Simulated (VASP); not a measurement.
# AlN (F-43m) in VASP: single point with PBEsol

Aim: the single point of AlN with PBEsol.

All numbers are computed with VASP 6.6.1; they aren't measurements. Logs are shortened: lines on timing, memory, paths and dates and some standing lists are left out, and cuts for length are marked.

## 1. The cell of the first run

Symmetry: F-43m, No. 216, cubic system. Conventional cell: a = 4.378 Å, b = 4.378 Å, c = 4.378 Å, α = 90.00°, β = 90.00°, γ = 90.00°. Within 2.5 Å of Al (site symmetry -43m) lie 4 N at 1.90 Å. N (site symmetry -43m) has 4 Al at 1.90 Å within 2.5 Å.

## 2. Single point, PBEsol

The input, INCAR:

```
PREC = Accurate
ENCUT = 600
EDIFF = 1E-6
ISMEAR = -1
SIGMA = 0.05
LREAL = Auto
LASPH = True
NELM = 120
ALGO = Normal
ISIF = 2
LWAVE = False
LCHARG = False
GGA = PS
NBANDS = 166
GGA_COMPAT = False
```

The input, KPOINTS:

```
Automatic mesh
0
Gamma
  2 2 2
  0.5 0.5 0.5
```

The input, POSCAR:

```
AlN
1.0
    8.7554440000      0.0000000000      0.0000000000
    0.0000000000      8.7554440000      0.0000000000
    0.0000000000      0.0000000000      8.7554440000
Al N
32 32
Direct
    0.0000000000      0.0000000000      0.0000000000
    0.0000000000      0.0000000000      0.5000000000
    0.0000000000      0.5000000000      0.0000000000
    0.0000000000      0.5000000000      0.5000000000
    0.5000000000      0.0000000000      0.0000000000
    0.5000000000      0.0000000000      0.5000000000
    0.5000000000      0.5000000000      0.0000000000
    0.5000000000      0.5000000000      0.5000000000
    0.2500000000      0.2500000000      0.0000000000
    0.2500000000      0.2500000000      0.5000000000
    0.2500000000      0.7500000000      0.0000000000
    0.2500000000      0.7500000000      0.5000000000
    0.7500000000      0.2500000000      0.0000000000
    0.7500000000      0.2500000000      0.5000000000
    0.7500000000      0.7500000000      0.0000000000
    0.7500000000      0.7500000000      0.5000000000
    0.2500000000      0.0000000000      0.2500000000
    0.2500000000      0.0000000000      0.7500000000
    0.2500000000      0.5000000000      0.2500000000
    0.2500000000      0.5000000000      0.7500000000
    0.7500000000      0.0000000000      0.2500000000
    0.7500000000      0.0000000000      0.7500000000
    0.7500000000      0.5000000000      0.2500000000
    0.7500000000      0.5000000000      0.7500000000
    0.0000000000      0.2500000000      0.2500000000
    0.0000000000      0.2500000000      0.7500000000
    0.0000000000      0.7500000000      0.2500000000
    0.0000000000      0.7500000000      0.7500000000
    0.5000000000      0.2500000000      0.2500000000
    0.5000000000      0.2500000000      0.7500000000
    0.5000000000      0.7500000000      0.2500000000
    0.5000000000      0.7500000000      0.7500000000
    0.1250000000      0.1250000000      0.1250000000
    0.1250000000      0.1250000000      0.6250000000
    0.1250000000      0.6250000000      0.1250000000
    0.1250000000      0.6250000000      0.6250000000
    0.6250000000      0.1250000000      0.1250000000
    0.6250000000      0.1250000000      0.6250000000
    0.6250000000      0.6250000000      0.1250000000
    0.6250000000      0.6250000000      0.6250000000
    0.3750000000      0.3750000000      0.1250000000
    0.3750000000      0.3750000000      0.6250000000
    0.3750000000      0.8750000000      0.1250000000
    0.3750000000      0.8750000000      0.6250000000
    0.8750000000      0.3750000000      0.1250000000
    0.8750000000      0.3750000000      0.6250000000
    0.8750000000      0.8750000000      0.1250000000
    0.8750000000      0.8750000000      0.6250000000
    0.3750000000      0.1250000000      0.3750000000
    0.3750000000      0.1250000000      0.8750000000
    0.3750000000      0.6250000000      0.3750000000
    0.3750000000      0.6250000000      0.8750000000
    0.8750000000      0.1250000000      0.3750000000
    0.8750000000      0.1250000000      0.8750000000
    0.8750000000      0.6250000000      0.3750000000
    0.8750000000      0.6250000000      0.8750000000
    0.1250000000      0.3750000000      0.3750000000
    0.1250000000      0.3750000000      0.8750000000
    0.1250000000      0.8750000000      0.3750000000
    0.1250000000      0.8750000000      0.8750000000
    0.6250000000      0.3750000000      0.3750000000
    0.6250000000      0.3750000000      0.8750000000
    0.6250000000      0.8750000000      0.3750000000
    0.6250000000      0.8750000000      0.8750000000
```

Potentials or basis: VASP PAW PBE potentials, release 64 (Al, N).

The run is started by

```console
> cat potpaw_PBE.64/Al/POTCAR potpaw_PBE.64/N/POTCAR > POTCAR
> mpirun -np 1 vasp_std > vasp.out
```

OUTCAR:

```text
PREC = Accurate
   ENCUT = 600
   EDIFF = 1E-6
   ISMEAR = -1
   LREAL = Auto
   LASPH = True
   NELM = 120
   ISIF = 2
   GGA = PS

 ion  position               nearest neighbor table
   1  0.000  0.000  0.000-  33 1.90  47 1.90  54 1.90  60 1.90  17 3.10  18 3.10  21 3.10  22 3.10
                            25 3.10  26 3.10  27 3.10  28 3.10   9 3.10  11 3.10  13 3.10  15 3.10
   2  0.000  0.000  0.500-  34 1.90  48 1.90  53 1.90  59 1.90  17 3.10  18 3.10  21 3.10  22 3.10
                            25 3.10  26 3.10  27 3.10  28 3.10  10 3.10  12 3.10  14 3.10  16 3.10
   3  0.000  0.500  0.000-  35 1.90  45 1.90  56 1.90  58 1.90  19 3.10  20 3.10  23 3.10  24 3.10
                            25 3.10  26 3.10  27 3.10  28 3.10   9 3.10  11 3.10  13 3.10  15 3.10
   4  0.000  0.500  0.500-  36 1.90  46 1.90  55 1.90  57 1.90  19 3.10  20 3.10  23 3.10  24 3.10
                            25 3.10  26 3.10  27 3.10  28 3.10  10 3.10  12 3.10  14 3.10  16 3.10
   5  0.500  0.000  0.000-  37 1.90  43 1.90  50 1.90  64 1.90  17 3.10  18 3.10  21 3.10  22 3.10
                            29 3.10  30 3.10  31 3.10  32 3.10   9 3.10  11 3.10  13 3.10  15 3.10
   6  0.500  0.000  0.500-  38 1.90  44 1.90  49 1.90  63 1.90  17 3.10  18 3.10  21 3.10  22 3.10
                            29 3.10  30 3.10  31 3.10  32 3.10  10 3.10  12 3.10  14 3.10  16 3.10
   7  0.500  0.500  0.000-  39 1.90  41 1.90  52 1.90  62 1.90  19 3.10  20 3.10  23 3.10  24 3.10
                            29 3.10  30 3.10  31 3.10  32 3.10   9 3.10  11 3.10  13 3.10  15 3.10
   8  0.500  0.500  0.500-  40 1.90  42 1.90  51 1.90  61 1.90  19 3.10  20 3.10  23 3.10  24 3.10
                            29 3.10  30 3.10  31 3.10  32 3.10  10 3.10  12 3.10  14 3.10  16 3.10
   9  0.250  0.250  0.000-  33 1.90  41 1.90  50 1.90  58 1.90  17 3.10  18 3.10  19 3.10  20 3.10
[... 77 lines left out ...]
  63  0.625  0.875  0.375-   6 1.90  16 1.90  21 1.90  31 1.90
  64  0.625  0.875  0.875-   5 1.90  15 1.90  22 1.90  32 1.90

  LATTYP: Found a simple cubic cell.
 ALAT       =     8.7554440000

  Lattice vectors:

 A1 = (   8.7554440000,   0.0000000000,   0.0000000000)
 A2 = (   0.0000000000,   8.7554440000,   0.0000000000)
 A3 = (   0.0000000000,   0.0000000000,   8.7554440000)

Analysis of symmetry for initial positions (statically):
=====================================================================
 Subroutine PRICEL returns following result:

  LATTYP: Found a face centered cubic cell.
 ALAT       =     4.3777220000

  Lattice vectors:

 A1 = (   2.1888610000,  -2.1888610000,   0.0000000000)
 A2 = (   2.1888610000,   0.0000000000,   2.1888610000)
 A3 = (   0.0000000000,  -2.1888610000,   2.1888610000)

  32 primitive cells build up your supercell.

 Routine SETGRP: Setting up the symmetry group for a
 simple cubic supercell.

 Subroutine GETGRP returns: Found 24 space group operations
 (whereof 24 operations were pure point group operations)
 out of a pool of 48 trial point group operations.

The static configuration has the point symmetry T_d .

Analysis of symmetry for dynamics (positions and initial velocities):
=====================================================================
 Subroutine PRICEL returns following result:

  LATTYP: Found a face centered cubic cell.
 ALAT       =     4.3777220000

  Lattice vectors:

 A1 = (   2.1888610000,  -2.1888610000,   0.0000000000)
 A2 = (   2.1888610000,   0.0000000000,   2.1888610000)
 A3 = (   0.0000000000,  -2.1888610000,   2.1888610000)

  32 primitive cells build up your supercell.

 Routine SETGRP: Setting up the symmetry group for a
 simple cubic supercell.

 Subroutine GETGRP returns: Found 24 space group operations
 (whereof 24 operations were pure point group operations)
 out of a pool of 48 trial point group operations.

The dynamic configuration has the point symmetry T_d .

 Subroutine INISYM returns: Found 24 space group operations
 (whereof 24 operations are pure point group operations),
 and found    32 'primitive' translations

[... 26 lines left out ...]

Automatic generation of k-mesh.
 Grid dimensions read from file:
 generate k-points for:    2    2    2

 Generating k-lattice:

  Cartesian coordinates                     Fractional coordinates (reciprocal lattice)
     0.057107327  0.000000000  0.000000000     0.500000000  0.000000000  0.000000000
     0.000000000  0.057107327  0.000000000     0.000000000  0.500000000  0.000000000
     0.000000000  0.000000000  0.057107327     0.000000000  0.000000000  0.500000000

  Length of vectors
     0.057107327  0.057107327  0.057107327

  Shift w.r.t. Gamma in fractional coordinates (k-lattice)
     0.500000000  0.500000000  0.500000000

 Subroutine IBZKPT returns following result:
 ===========================================

 Found      1 irreducible k-points:

 Following reciprocal coordinates:
            Coordinates               Weight
  0.250000  0.250000  0.250000      8.000000
   k-points           NKPTS =      1   k-points in BZ     NKDIM =      1   number of bands    NBANDS=    166
   number of dos      NEDOS =    301   number of ions     NIONS =     64
   total plane-waves  NPLWV = 343000
   dimension x,y,z NGX =    70 NGY =   70 NGZ =   70
   dimension x,y,z NGXF=   140 NGYF=  140 NGZF=  140
   ions per type =              32  32
   NGX,Y,Z   is equivalent  to a cutoff of  13.29, 13.29, 13.29 a.u.
   NGXF,Y,Z  is equivalent  to a cutoff of  26.58, 26.58, 26.58 a.u.
 SYSTEM =  unknown system
   PREC   = accura    normal or accurate (medium, high low for compatibility)
   ISTART =      0    job   : 0-new  1-cont  2-samecut
   ICHARG =      2    charge: 1-file 2-atom 10-const
   ISPIN  =      1    spin polarized calculation?
   LNONCOLLINEAR =      F non collinear calculations
   LSORBIT =      F    spin-orbit coupling
   LASPH  =      T    aspherical Exc in radial PAW
   ENCUT  =  600.0 eV  44.10 Ry    6.64 a.u.  17.49 17.49 17.49*2*pi/ulx,y,z
   NELM   =    120;   NELMIN=  2; NELMDL= -5     # of ELM steps
   EDIFF  = 0.1E-05   stopping-criterion for ELM
   LREAL  =      T    real-space projection
   EDIFFG = 0.1E-04   stopping-criterion for IOM
   NSW    =      0    number of steps for IOM
   IBRION =     -1    ionic relax: 0-MD 1-quasi-New 2-CG
   NFREE  =      0    steps in history (QN), initial steepest desc. (CG)
   ISIF   =      2    stress and relaxation
   ISYM   =      2    0-nonsym 1-usesym 2-fastsym
   POTIM  = 0.5000    time-step for ionic-motion
   TEBEG  =    0.0;   TEEND  =   0.0 temperature during run
   PSTRESS=    0.0 pullay stress
   NELECT =     256.0000    total number of electrons
   NUPDOWN=      -1.0000    fix difference up-down
   EMIN   =  10.00;   EMAX   =-10.00  energy-range for DOS
   EFERMI =   0.00;   METHOD = LEGACY
   ISMEAR =    -1;   SIGMA  =   0.05  broadening in eV -4-tet -1-fermi 0-gaus
   EFERMI_NEDOS =   21; number of points for ismear=-14 and -15
   IALGO  =     38    algorithm
   IMIX   =      4    mixing-type and parameters
     AMIX     =   0.40;   BMIX     =  1.00
     AMIX_MAG =   1.60;   BMIX_MAG =  1.00
  volume/ion in A,a.u.               =      10.49        70.77
  Fermi-wavevector in a.u.,A,eV,Ry     =   1.187253  2.243583 19.178363  1.409570
  Thomas-Fermi vector in A             =   2.323408
   LORBIT       =      0    0 simple, 1 ext, 2 COOP (PROOUT), +10 PAW based schemes
   GGA     = PS    functional components
   LHFCALC =     F    Hartree Fock is set to
   AEXX    =    0.0000 exact exchange contribution
   IVDW    =     0    specifies the selected vdW correction
   LEPSILON=     F    determine dielectric tensor
   LRPA    =     F    only Hartree local field effects (RPA)
 non-spin polarized calculation
  energy-cutoff  :      600.00
  volume of cell :      671.17
 maximum number of plane-waves:     22445
 NGX is ok and might be reduce to    70
   NGX = 35   NGY = 35   NGZ = 35

 number of electron     255.9999923 magnetization

 Free energy of the ion-electron system (eV)
  ---------------------------------------------------
  ext. energy  EPLUGINS =         0.00000000
  ---------------------------------------------------
  free energy    TOTEN  =      -499.62349746 eV

  energy without entropy =     -499.62349746  energy(sigma->0) =     -499.62349746

 E-fermi :   7.0175     XC(G=0): -11.1001

 val. band max:        5.7360315768   @ k =   0.2500   0.2500   0.2500
 cond. band min:       9.8464433083   @ k =   0.2500   0.2500   0.2500
 fundamental gap:      4.1104117316
 Fermi energy:         7.0174746743

 k-point     1 :       0.2500    0.2500    0.2500
  band No.  band energies     occupation
      1      -8.8771      2.00000
      2      -8.3077      2.00000
      3      -8.3077      2.00000
      4      -8.3077      2.00000
      5      -7.8206      2.00000
      6      -7.8206      2.00000
[... 132 lines left out ...]
    139      11.4959      0.00000
    140      11.4959      0.00000
 [bands above 140 left out]

------------------------ aborting loop because EDIFF is reached ----------------------------------------

  FORCE on cell =-STRESS in cart. coord.  units (eV):
  Direction    XX          YY          ZZ          XY          YZ          ZX
  --------------------------------------------------------------------------------------
  -------------------------------------------------------------------------------------
  Total       -0.4797724     -0.4797724     -0.4797724     -0.0000000     -0.0000000      0.0000000
  in kB       -1.1452790     -1.1452790     -1.1452790     -0.0000000     -0.0000000      0.0000000
  external PRESSURE =      -1.1452790 kB  Pullay stress =       0.0000000 kB

 VOLUME and BASIS-vectors are now :
 -----------------------------------------------------------------------------
  energy-cutoff  :      600.00
  volume of cell :      671.17
      direct lattice vectors                 reciprocal lattice vectors
     8.755444000  0.000000000  0.000000000     0.114214653  0.000000000  0.000000000
     0.000000000  8.755444000  0.000000000     0.000000000  0.114214653  0.000000000
     0.000000000  0.000000000  8.755444000     0.000000000  0.000000000  0.114214653

 POSITION                                       TOTAL-FORCE (eV/Angst)
 -----------------------------------------------------------------------------------
      0.00000      0.00000      0.00000        -0.000000      0.000000      0.000000
      0.00000      0.00000      4.37772        -0.000000      0.000000      0.000000
      0.00000      4.37772      0.00000        -0.000000      0.000000      0.000000
      0.00000      4.37772      4.37772        -0.000000      0.000000      0.000000
      4.37772      0.00000      0.00000        -0.000000      0.000000      0.000000
      4.37772      0.00000      4.37772        -0.000000      0.000000      0.000000
[... 56 lines left out ...]
      5.47215      7.66101      3.28329         0.000000     -0.000000     -0.000000
      5.47215      7.66101      7.66101        -0.000000     -0.000000      0.000000
 -----------------------------------------------------------------------------------
    total drift:                               -0.000000     -0.000000      0.000000

  FREE ENERGIE OF THE ION-ELECTRON SYSTEM (eV)
  ---------------------------------------------------
  free  energy   TOTEN  =      -499.6234974587 eV

  energy  without entropy=     -499.6234974586  energy(sigma->0) =     -499.62349746
```

It took 2.4 min on 1 thread of Intel Xeon 6975P-C (Granite Rapids), shared host; peak memory 0.71 GiB.

What came out:

```
Free energy            : -499.6235 eV
Pressure               : -0.1 GPa
Band gap on the k mesh : 4.11 eV
```

Levels at points of the mesh, in eV from the valence-band top:
```tsv
k point	band 124	band 125	band 126	band 127	band 128	band 129	band 130	band 131	band 132	band 133
(0.25, 0.25, 0.25)	-0.15	-0.15	-0.15	0.00	0.00	4.11	4.11	4.11	5.10	5.58
```

Caveat: the PAW data sets were made with another functional, which shifts forces and pressure a little; a shifted mesh leaves out Γ, where band edges can lie. A k mesh can miss the band edges.
